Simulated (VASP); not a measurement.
# NbSi (CsCl type) (Pm-3m) in VASP: further runs, part 2 of 2

VASP 6.6.1.

## Step 3: Single point, PBE

File INCAR:

```
SYSTEM = NbSi
PREC = Accurate
ENCUT = 520
EDIFF = 1E-7
ISMEAR = -1
SIGMA = 0.1
LREAL = .FALSE.
LASPH = .TRUE.
NELM = 80
ALGO = Normal
ISIF = 2
LWAVE = .FALSE.
LCHARG = .TRUE.
GGA = PE
LELF = .TRUE.
LVHAR = .TRUE.
NBANDS = 16
```

File KPOINTS:

```
Automatic mesh
0
G
  14 14 14
  0 0 0
```

File POSCAR:

```
NbSi
1.0
    2.8723046487      0.0000000000      0.0000000000
    0.0000000000      2.8723046487      0.0000000000
    0.0000000000      0.0000000000      2.8723046487
Nb Si
1 1
Direct
    0.0000000000      0.0000000000      0.0000000000
    0.5000000000      0.5000000000      0.5000000000
```

Potentials or basis: VASP PAW PBE potentials, release 64 (Nb_sv, Si).

The run is started by

```
$ cat potpaw_PBE.64/Nb_sv/POTCAR potpaw_PBE.64/Si/POTCAR > POTCAR
$ mpirun -np 1 vasp_std > vasp.out
```

OUTCAR:

```text
SYSTEM = NbSi
   PREC = Accurate
   ENCUT = 520
   EDIFF = 1E-7
   ISMEAR = -1
   LREAL = .FALSE.
   LASPH = .TRUE.
   NELM = 80
   ISIF = 2
   GGA = PE

 ion  position               nearest neighbor table
   1  0.000  0.000  0.000-   2 2.49   2 2.49   2 2.49   2 2.49   2 2.49   2 2.49   2 2.49   2 2.49

   2  0.500  0.500  0.500-   1 2.49   1 2.49   1 2.49   1 2.49   1 2.49   1 2.49   1 2.49   1 2.49

  LATTYP: Found a simple cubic cell.
 ALAT       =     2.8723046487

  Lattice vectors:

 A1 = (   2.8723046487,   0.0000000000,   0.0000000000)
 A2 = (   0.0000000000,   2.8723046487,   0.0000000000)
 A3 = (   0.0000000000,   0.0000000000,   2.8723046487)

Analysis of symmetry for initial positions (statically):
=====================================================================
 Subroutine PRICEL returns:
 Original cell was already a primitive cell.

 Routine SETGRP: Setting up the symmetry group for a
 simple cubic supercell.

 Subroutine GETGRP returns: Found 48 space group operations
 (whereof 48 operations were pure point group operations)
 out of a pool of 48 trial point group operations.

The static configuration has the point symmetry O_h .

Analysis of symmetry for dynamics (positions and initial velocities):
=====================================================================
 Subroutine PRICEL returns:
 Original cell was already a primitive cell.

 Routine SETGRP: Setting up the symmetry group for a
 simple cubic supercell.

 Subroutine GETGRP returns: Found 48 space group operations
 (whereof 48 operations were pure point group operations)
 out of a pool of 48 trial point group operations.

The dynamic configuration has the point symmetry O_h .

 Subroutine INISYM returns: Found 48 space group operations
 (whereof 48 operations are pure point group operations),
 and found     1 'primitive' translations

----------------------------------------------------------------------------------------

                                     Primitive cell

  volume of cell :      23.6969

  direct lattice vectors                    reciprocal lattice vectors
     2.872304649  0.000000000  0.000000000     0.348152485  0.000000000  0.000000000
     0.000000000  2.872304649  0.000000000     0.000000000  0.348152485  0.000000000
     0.000000000  0.000000000  2.872304649     0.000000000  0.000000000  0.348152485

  length of vectors
     2.872304649  2.872304649  2.872304649     0.348152485  0.348152485  0.348152485

  position of ions in fractional coordinates (direct lattice)
     0.000000000  0.000000000  0.000000000
     0.500000000  0.500000000  0.500000000

  ion indices of the primitive-cell ions
   primitive index   ion index
                 1           1
                 2           2

----------------------------------------------------------------------------------------

 KPOINTS: Automatic mesh

Automatic generation of k-mesh.
 Grid dimensions read from file:
 generate k-points for:   14   14   14

 Generating k-lattice:

  Cartesian coordinates                     Fractional coordinates (reciprocal lattice)
     0.024868035  0.000000000  0.000000000     0.071428571  0.000000000  0.000000000
     0.000000000  0.024868035  0.000000000     0.000000000  0.071428571  0.000000000
     0.000000000  0.000000000  0.024868035     0.000000000  0.000000000  0.071428571

  Length of vectors
     0.024868035  0.024868035  0.024868035

  Shift w.r.t. Gamma in fractional coordinates (k-lattice)
     0.000000000  0.000000000  0.000000000

 Subroutine IBZKPT returns following result:
 ===========================================

 Found    120 irreducible k-points:

 Following reciprocal coordinates:
            Coordinates               Weight
  0.000000  0.000000  0.000000      1.000000
  0.071429  0.000000  0.000000      6.000000
  0.142857  0.000000  0.000000      6.000000
  0.214286  0.000000  0.000000      6.000000
  0.285714  0.000000  0.000000      6.000000
  0.357143  0.000000  0.000000      6.000000
[... 16 lines left out ...]
  0.285714  0.214286  0.000000     24.000000
  0.357143  0.214286  0.000000     24.000000
 [... further k-points ...]
   k-points           NKPTS =    120   k-points in BZ     NKDIM =    120   number of bands    NBANDS=     16
   number of dos      NEDOS =    301   number of ions     NIONS =      2
   total plane-waves  NPLWV =  13824
   dimension x,y,z NGX =    24 NGY =   24 NGZ =   24
   dimension x,y,z NGXF=    48 NGYF=   48 NGZF=   48
   ions per type =               1   1
   NGX,Y,Z   is equivalent  to a cutoff of  13.89, 13.89, 13.89 a.u.
   NGXF,Y,Z  is equivalent  to a cutoff of  27.78, 27.78, 27.78 a.u.
 SYSTEM =  NbSi
   PREC   = accura    normal or accurate (medium, high low for compatibility)
   ISTART =      0    job   : 0-new  1-cont  2-samecut
   ICHARG =      2    charge: 1-file 2-atom 10-const
   ISPIN  =      1    spin polarized calculation?
   LNONCOLLINEAR =      F non collinear calculations
   LSORBIT =      F    spin-orbit coupling
   LASPH  =      T    aspherical Exc in radial PAW
   ENCUT  =  520.0 eV  38.22 Ry    6.18 a.u.   5.34  5.34  5.34*2*pi/ulx,y,z
   NELM   =     80;   NELMIN=  2; NELMDL= -5     # of ELM steps
   EDIFF  = 0.1E-06   stopping-criterion for ELM
   LREAL  =      F    real-space projection
   EDIFFG = 0.1E-05   stopping-criterion for IOM
   NSW    =      0    number of steps for IOM
   IBRION =     -1    ionic relax: 0-MD 1-quasi-New 2-CG
   NFREE  =      0    steps in history (QN), initial steepest desc. (CG)
   ISIF   =      2    stress and relaxation
   ISYM   =      2    0-nonsym 1-usesym 2-fastsym
   POTIM  = 0.5000    time-step for ionic-motion
   TEBEG  =    0.0;   TEEND  =   0.0 temperature during run
   PSTRESS=    0.0 pullay stress
   NELECT =      17.0000    total number of electrons
   NUPDOWN=      -1.0000    fix difference up-down
   EMIN   =  10.00;   EMAX   =-10.00  energy-range for DOS
   EFERMI =   0.00;   METHOD = LEGACY
   ISMEAR =    -1;   SIGMA  =   0.10  broadening in eV -4-tet -1-fermi 0-gaus
   EFERMI_NEDOS =   21; number of points for ismear=-14 and -15
   IALGO  =     38    algorithm
   IMIX   =      4    mixing-type and parameters
     AMIX     =   0.40;   BMIX     =  1.00
     AMIX_MAG =   1.60;   BMIX_MAG =  1.00
  volume/ion in A,a.u.               =      11.85        79.96
  Fermi-wavevector in a.u.,A,eV,Ry     =   1.465527  2.769445 29.222196  2.147771
  Thomas-Fermi vector in A             =   2.581374
   LORBIT       =      0    0 simple, 1 ext, 2 COOP (PROOUT), +10 PAW based schemes
   GGA     = PE    functional components
   LHFCALC =     F    Hartree Fock is set to
   AEXX    =    0.0000 exact exchange contribution
   IVDW    =     0    specifies the selected vdW correction
   LEPSILON=     F    determine dielectric tensor
   LRPA    =     F    only Hartree local field effects (RPA)
 non-spin polarized calculation
  energy-cutoff  :      520.00
  volume of cell :       23.70
 maximum number of plane-waves:       657
 NGX is ok and might be reduce to    24
   NGX = 11   NGY = 11   NGZ = 11

 number of electron      16.9999999 magnetization

 Free energy of the ion-electron system (eV)
  ---------------------------------------------------
  ext. energy  EPLUGINS =         0.00000000
  ---------------------------------------------------
  free energy    TOTEN  =       -14.44127896 eV

  energy without entropy =      -14.40043634  energy(sigma->0) =      -14.42085765

 E-fermi :  15.5290     XC(G=0): -13.4695

 val. band max:       15.5085707913   @ k =   0.3571   0.3571   0.3571
 cond. band min:      15.5384750469   @ k =   0.5000   0.5000   0.0000
 fundamental gap:      0.0299042556
 Fermi energy:        15.5290235142

 k-point     1 :       0.0000    0.0000    0.0000
  band No.  band energies     occupation
      1     -38.6229      2.00000
      2     -14.4158      2.00000
      3     -14.4158      2.00000
      4     -14.4158      2.00000
      5       2.8491      2.00000
      6      11.3730      2.00000
[... 8 lines left out ...]
     15      27.1174      0.00000
     16      30.2062      0.00000
[... 419 lines left out ...]
 k-point    24 :       0.3571    0.2143    0.0000
  band No.  band energies     occupation
      1     -38.4793      2.00000
      2     -15.2908      2.00000
      3     -14.7561      2.00000
      4     -14.2808      2.00000
      5       5.9876      2.00000
      6      10.0200      2.00000
[... 8 lines left out ...]
     15      27.5159      0.00000
     16      29.0597      0.00000

 [... further k-points ...]

------------------------ aborting loop because EDIFF is reached ----------------------------------------

  FORCE on cell =-STRESS in cart. coord.  units (eV):
  Direction    XX          YY          ZZ          XY          YZ          ZX
  --------------------------------------------------------------------------------------
  -------------------------------------------------------------------------------------
  Total       12.5210924     12.5210924     12.5210924     -0.0000000      0.0000000     -0.0000000
  in kB      846.5669323    846.5669323    846.5669323     -0.0000000      0.0000000     -0.0000000
  external PRESSURE =     846.5669323 kB  Pullay stress =       0.0000000 kB

 VOLUME and BASIS-vectors are now :
 -----------------------------------------------------------------------------
  energy-cutoff  :      520.00
  volume of cell :       23.70
      direct lattice vectors                 reciprocal lattice vectors
     2.872304649  0.000000000  0.000000000     0.348152485  0.000000000  0.000000000
     0.000000000  2.872304649  0.000000000     0.000000000  0.348152485  0.000000000
     0.000000000  0.000000000  2.872304649     0.000000000  0.000000000  0.348152485

 POSITION                                       TOTAL-FORCE (eV/Angst)
 -----------------------------------------------------------------------------------
      0.00000      0.00000      0.00000         0.000000      0.000000      0.000000
      1.43615      1.43615      1.43615         0.000000      0.000000      0.000000
 -----------------------------------------------------------------------------------
    total drift:                                0.000000      0.000000      0.000000

  FREE ENERGIE OF THE ION-ELECTRON SYSTEM (eV)
  ---------------------------------------------------
  free  energy   TOTEN  =       -14.4412789649 eV

  energy  without entropy=      -14.4004363396  energy(sigma->0) =      -14.42085765
```

stdout:

```text
POSCAR found type information on POSCAR NbSi
 POSCAR found :  2 types and       2 ions
 scaLAPACK will be used
 LDA part: xc-table for (Slater+PW92), standard interpolation
 POSCAR, INCAR and KPOINTS ok, starting setup
 FFT: planning ... GRIDC
 FFT: planning ... GRID_SOFT
 FFT: planning ... GRID
 WAVECAR not read
 entering main loop
```

Run time: 63 s. Hardware: 1 thread of Intel Xeon 8259CL, shared host; peak memory 0.17 GiB.

What came out:

```yaml
Free_energy: -14.4413 eV
Pressure: 84.7 GPa
Band_gap_on_the_k_mesh: zero (an odd number of electrons rules out a gap without spin polarisation)
```

Caveat: the cell stands under pressure.

The gap in the log of VASP goes by the Fermi energy; the results here count the filled bands.